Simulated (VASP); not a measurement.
# AlN (m.bgw) (F-43m) in VASP: single point with PBE

Aim: the single point of AlN (m.bgw) with PBE.

All numbers are computed with VASP 6.6.1; they aren't measurements. Logs are shortened: lines on timing, memory, paths and dates and some standing lists are left out, and cuts for length are marked.

## 1. The cell of the first run

The structure is cubic, space group F-43m (No. 216). The conventional cell has a = 4.403 Å, b = 4.403 Å, c = 4.403 Å, α = 90.00°, β = 90.00°, γ = 90.00°. Within 2.5 Å of Al (site symmetry -43m) lie 4 N at 1.91 Å. Within 2.5 Å of N (site symmetry -43m) lie 4 Al at 1.91 Å.

## 2. Single point, PBE

File INCAR:

```
PREC = Accurate
ENCUT = 600
EDIFF = 1E-6
ISMEAR = 0
SIGMA = 0.01
LREAL = F
LASPH = T
NELM = 120
ALGO = Normal
ISIF = 2
LWAVE = F
LCHARG = F
GGA = PE
NBANDS = 11
GGA_COMPAT = F
```

File KPOINTS:

```
regular mesh
0
Gamma
  6 6 6
```

File POSCAR:

```
AlN
1.0
    0.0000000000      2.2012621114      2.2012621114
    2.2012621114      0.0000000000      2.2012621114
    2.2012621114      2.2012621114      0.0000000000
Al N
1 1
Direct
    0.0000000000      0.0000000000      0.0000000000
    0.2500000000      0.2500000000      0.2500000000
```

Potentials or basis: VASP PAW PBE potentials, release 64 (Al, N).

Launch:

```bash
cat potpaw_PBE.64/Al/POTCAR potpaw_PBE.64/N/POTCAR > POTCAR
mpirun -np 1 vasp_std > vasp.out
```

OUTCAR:

```text
PREC = Accurate
   ENCUT = 600
   EDIFF = 1E-6
   ISMEAR = 0
   LREAL = F
   LASPH = T
   NELM = 120
   ISIF = 2
   GGA = PE

 ion  position               nearest neighbor table
   1  0.000  0.000  0.000-   2 1.91   2 1.91   2 1.91   2 1.91
   2  0.250  0.250  0.250-   1 1.91   1 1.91   1 1.91   1 1.91

  LATTYP: Found a face centered cubic cell.
 ALAT       =     4.4025242228

  Lattice vectors:

 A1 = (   0.0000000000,   2.2012621114,   2.2012621114)
 A2 = (   2.2012621114,   0.0000000000,   2.2012621114)
 A3 = (   2.2012621114,   2.2012621114,   0.0000000000)

Analysis of symmetry for initial positions (statically):
=====================================================================
 Subroutine PRICEL returns:
 Original cell was already a primitive cell.

 Routine SETGRP: Setting up the symmetry group for a
 face centered cubic supercell.

 Subroutine GETGRP returns: Found 24 space group operations
 (whereof 24 operations were pure point group operations)
 out of a pool of 48 trial point group operations.

The static configuration has the point symmetry T_d .

Analysis of symmetry for dynamics (positions and initial velocities):
=====================================================================
 Subroutine PRICEL returns:
 Original cell was already a primitive cell.

 Routine SETGRP: Setting up the symmetry group for a
 face centered cubic supercell.

 Subroutine GETGRP returns: Found 24 space group operations
 (whereof 24 operations were pure point group operations)
 out of a pool of 48 trial point group operations.

The dynamic configuration has the point symmetry T_d .

 Subroutine INISYM returns: Found 24 space group operations
 (whereof 24 operations are pure point group operations),
 and found     1 'primitive' translations

----------------------------------------------------------------------------------------

                                     Primitive cell

  volume of cell :      21.3327

  direct lattice vectors                    reciprocal lattice vectors
     0.000000000  2.201262111  2.201262111    -0.227142419  0.227142419  0.227142419
     2.201262111  0.000000000  2.201262111     0.227142419 -0.227142419  0.227142419
     2.201262111  2.201262111  0.000000000     0.227142419  0.227142419 -0.227142419

  length of vectors
     3.113054732  3.113054732  3.113054732     0.393422210  0.393422210  0.393422210

  position of ions in fractional coordinates (direct lattice)
     0.000000000  0.000000000  0.000000000
     0.250000000  0.250000000  0.250000000

  ion indices of the primitive-cell ions
   primitive index   ion index
                 1           1
                 2           2

----------------------------------------------------------------------------------------

 KPOINTS: regular mesh

Automatic generation of k-mesh.
 Grid dimensions read from file:
 generate k-points for:    6    6    6

 Generating k-lattice:

  Cartesian coordinates                     Fractional coordinates (reciprocal lattice)
    -0.037857070  0.037857070  0.037857070     0.166666667  0.000000000  0.000000000
     0.037857070 -0.037857070  0.037857070     0.000000000  0.166666667  0.000000000
     0.037857070  0.037857070 -0.037857070     0.000000000  0.000000000  0.166666667

  Length of vectors
     0.065570368  0.065570368  0.065570368

  Shift w.r.t. Gamma in fractional coordinates (k-lattice)
     0.000000000  0.000000000  0.000000000

 Subroutine IBZKPT returns following result:
 ===========================================

 Found     16 irreducible k-points:

 Following reciprocal coordinates:
            Coordinates               Weight
  0.000000  0.000000  0.000000      1.000000
  0.166667  0.000000  0.000000      8.000000
  0.333333  0.000000  0.000000      8.000000
  0.500000  0.000000  0.000000      4.000000
  0.166667  0.166667  0.000000      6.000000
  0.333333  0.166667  0.000000     24.000000
[... 8 lines left out ...]
 -0.333333  0.333333  0.166667     24.000000
 -0.333333  0.500000  0.166667     12.000000
   k-points           NKPTS =     16   k-points in BZ     NKDIM =     16   number of bands    NBANDS=     11
   number of dos      NEDOS =    301   number of ions     NIONS =      2
   total plane-waves  NPLWV =  21952
   dimension x,y,z NGX =    28 NGY =   28 NGZ =   28
   dimension x,y,z NGXF=    56 NGYF=   56 NGZF=   56
   ions per type =               1   1
   NGX,Y,Z   is equivalent  to a cutoff of  14.95, 14.95, 14.95 a.u.
   NGXF,Y,Z  is equivalent  to a cutoff of  29.91, 29.91, 29.91 a.u.
 SYSTEM =  unknown system
   PREC   = accura    normal or accurate (medium, high low for compatibility)
   ISTART =      0    job   : 0-new  1-cont  2-samecut
   ICHARG =      2    charge: 1-file 2-atom 10-const
   ISPIN  =      1    spin polarized calculation?
   LNONCOLLINEAR =      F non collinear calculations
   LSORBIT =      F    spin-orbit coupling
   LASPH  =      T    aspherical Exc in radial PAW
   ENCUT  =  600.0 eV  44.10 Ry    6.64 a.u.   6.22  6.22  6.22*2*pi/ulx,y,z
   NELM   =    120;   NELMIN=  2; NELMDL= -5     # of ELM steps
   EDIFF  = 0.1E-05   stopping-criterion for ELM
   LREAL  =      F    real-space projection
   EDIFFG = 0.1E-04   stopping-criterion for IOM
   NSW    =      0    number of steps for IOM
   IBRION =     -1    ionic relax: 0-MD 1-quasi-New 2-CG
   NFREE  =      0    steps in history (QN), initial steepest desc. (CG)
   ISIF   =      2    stress and relaxation
   ISYM   =      2    0-nonsym 1-usesym 2-fastsym
   POTIM  = 0.5000    time-step for ionic-motion
   TEBEG  =    0.0;   TEEND  =   0.0 temperature during run
   PSTRESS=    0.0 pullay stress
   NELECT =       8.0000    total number of electrons
   NUPDOWN=      -1.0000    fix difference up-down
   EMIN   =  10.00;   EMAX   =-10.00  energy-range for DOS
   EFERMI =   0.00;   METHOD = LEGACY
   ISMEAR =     0;   SIGMA  =   0.01  broadening in eV -4-tet -1-fermi 0-gaus
   EFERMI_NEDOS =   21; number of points for ismear=-14 and -15
   IALGO  =     38    algorithm
   IMIX   =      4    mixing-type and parameters
     AMIX     =   0.40;   BMIX     =  1.00
     AMIX_MAG =   1.60;   BMIX_MAG =  1.00
  volume/ion in A,a.u.               =      10.67        71.98
  Fermi-wavevector in a.u.,A,eV,Ry     =   1.180565  2.230944 18.962884  1.393733
  Thomas-Fermi vector in A             =   2.316855
   LORBIT       =      0    0 simple, 1 ext, 2 COOP (PROOUT), +10 PAW based schemes
   GGA     = PE    functional components
   LHFCALC =     F    Hartree Fock is set to
   AEXX    =    0.0000 exact exchange contribution
   IVDW    =     0    specifies the selected vdW correction
   LEPSILON=     F    determine dielectric tensor
   LRPA    =     F    only Hartree local field effects (RPA)
 non-spin polarized calculation
 Gauss-broadening in eV      SIGMA  =   0.01
  energy-cutoff  :      600.00
  volume of cell :       21.33
 maximum number of plane-waves:       725
 NGX is ok and might be reduce to    28
   NGX = 13   NGY = 13   NGZ = 13

 number of electron       8.0000000 magnetization

 Free energy of the ion-electron system (eV)
  ---------------------------------------------------
  ext. energy  EPLUGINS =         0.00000000
  ---------------------------------------------------
  free energy    TOTEN  =       -14.84711784 eV

  energy without entropy =      -14.84711784  energy(sigma->0) =      -14.84711784

 E-fermi :   5.8403     XC(G=0): -10.8306

 val. band max:        5.7513924936   @ k =   0.0000   0.0000   0.0000
 cond. band min:       9.0548135383   @ k =   0.5000   0.5000   0.0000
 fundamental gap:      3.3034210447
 Fermi energy:         5.8403485749

 k-point     1 :       0.0000    0.0000    0.0000
  band No.  band energies     occupation
      1      -9.0949      2.00000
      2       5.7514      2.00000
      3       5.7514      2.00000
      4       5.7514      2.00000
      5       9.7388      0.00000
      6      18.0774      0.00000
      7      18.0774      0.00000
      8      18.0774      0.00000
      9      23.2493      0.00000
     10      23.2493      0.00000
     11      24.6058      0.00000

 k-point     2 :       0.1667    0.0000    0.0000
  band No.  band energies     occupation
      1      -8.7085      2.00000
      2       3.9097      2.00000
      3       5.6198      2.00000
      4       5.6198      2.00000
      5      11.1679      0.00000
      6      17.1719      0.00000
      7      18.2485      0.00000
      8      18.2485      0.00000
      9      21.4669      0.00000
     10      21.4669      0.00000
     11      23.1870      0.00000

 k-point     3 :       0.3333    0.0000    0.0000
  band No.  band energies     occupation
      1      -7.7539      2.00000
      2       1.2650      2.00000
      3       5.3823      2.00000
      4       5.3823      2.00000
      5      12.5553      0.00000
      6      15.9587      0.00000
      7      17.3150      0.00000
      8      17.3150      0.00000
      9      22.8189      0.00000
     10      23.0328      0.00000
     11      23.0328      0.00000

 k-point     4 :       0.5000    0.0000    0.0000
  band No.  band energies     occupation
      1      -7.1156      2.00000
      2      -0.0055      2.00000
      3       5.2741      2.00000
      4       5.2741      2.00000
      5      12.9156      0.00000
      6      15.4545      0.00000
      7      16.7478      0.00000
      8      16.7478      0.00000
      9      23.4275      0.00000
     10      25.5327      0.00000
     11      25.5327      0.00000

 k-point     5 :       0.1667    0.1667    0.0000
  band No.  band energies     occupation
      1      -8.5811      2.00000
      2       4.0265      2.00000
      3       5.2411      2.00000
      4       5.2411      2.00000
      5      11.4627      0.00000
      6      16.6747      0.00000
      7      18.2507      0.00000
      8      18.7923      0.00000
      9      18.7923      0.00000
     10      24.0751      0.00000
     11      26.2782      0.00000
[... 99 lines left out ...]
 k-point    13 :       0.5000    0.5000    0.0000
  band No.  band energies     occupation
      1      -6.5020      2.00000
      2       0.9191      2.00000
      3       4.0022      2.00000
      4       4.0022      2.00000
      5       9.0548      0.00000
      6      14.2203      0.00000
      7      19.3929      0.00000
      8      21.1911      0.00000
      9      21.1911      0.00000
     10      28.7771      0.00000
     11      29.4390      0.00000

 k-point    14 :       0.5000    0.3333    0.1667
  band No.  band energies     occupation
      1      -7.0772      2.00000
      2       1.4928      2.00000
      3       3.4696      2.00000
      4       4.5501      2.00000
      5      12.1046      0.00000
      6      16.0362      0.00000
      7      16.3747      0.00000
      8      19.0210      0.00000
      9      21.2325      0.00000
     10      25.4024      0.00000
     11      28.5062      0.00000

 k-point    15 :      -0.3333    0.3333    0.1667
  band No.  band energies     occupation
      1      -6.6350      2.00000
      2       1.1979      2.00000
      3       2.8613      2.00000
      4       4.1303      2.00000
      5      12.1786      0.00000
      6      15.6232      0.00000
      7      17.5628      0.00000
      8      18.6178      0.00000
      9      22.2714      0.00000
     10      24.0963      0.00000
     11      29.3843      0.00000

 k-point    16 :      -0.3333    0.5000    0.1667
  band No.  band energies     occupation
      1      -6.4623      2.00000
      2       1.4952      2.00000
      3       3.0175      2.00000
      4       3.2956      2.00000
      5      10.9524      0.00000
      6      15.8933      0.00000
      7      18.4803      0.00000
      8      18.4931      0.00000
      9      22.0164      0.00000
     10      25.6926      0.00000
     11      29.8413      0.00000

------------------------ aborting loop because EDIFF is reached ----------------------------------------

  FORCE on cell =-STRESS in cart. coord.  units (eV):
  Direction    XX          YY          ZZ          XY          YZ          ZX
  --------------------------------------------------------------------------------------
  -------------------------------------------------------------------------------------
  Total       -0.0436063     -0.0436063     -0.0436063      0.0000000      0.0000000     -0.0000000
  in kB       -3.2750213     -3.2750213     -3.2750213      0.0000000      0.0000000     -0.0000000
  external PRESSURE =      -3.2750213 kB  Pullay stress =       0.0000000 kB

 VOLUME and BASIS-vectors are now :
 -----------------------------------------------------------------------------
  energy-cutoff  :      600.00
  volume of cell :       21.33
      direct lattice vectors                 reciprocal lattice vectors
     0.000000000  2.201262111  2.201262111    -0.227142419  0.227142419  0.227142419
     2.201262111  0.000000000  2.201262111     0.227142419 -0.227142419  0.227142419
     2.201262111  2.201262111  0.000000000     0.227142419  0.227142419 -0.227142419

 POSITION                                       TOTAL-FORCE (eV/Angst)
 -----------------------------------------------------------------------------------
      0.00000      0.00000      0.00000        -0.000000     -0.000000     -0.000000
      1.10063      1.10063      1.10063         0.000000      0.000000      0.000000
 -----------------------------------------------------------------------------------
    total drift:                                0.000000      0.000000      0.000000

  FREE ENERGIE OF THE ION-ELECTRON SYSTEM (eV)
  ---------------------------------------------------
  free  energy   TOTEN  =       -14.8471178421 eV

  energy  without entropy=      -14.8471178421  energy(sigma->0) =      -14.84711784
```

It took 8.4 s on 1 thread of Intel Xeon Platinum 8488C (Sapphire Rapids), shared host; peak memory 0.14 GiB.

What came out:

```yaml
Free_energy: -14.8471 eV
Pressure: -0.3 GPa
Band_gap_on_the_k_mesh: 3.30 eV, indirect (least direct gap 3.99 eV)
```

A k mesh can miss the band edges. Expect the measured gap to be larger: semilocal functionals such as PBE lack the derivative discontinuity.
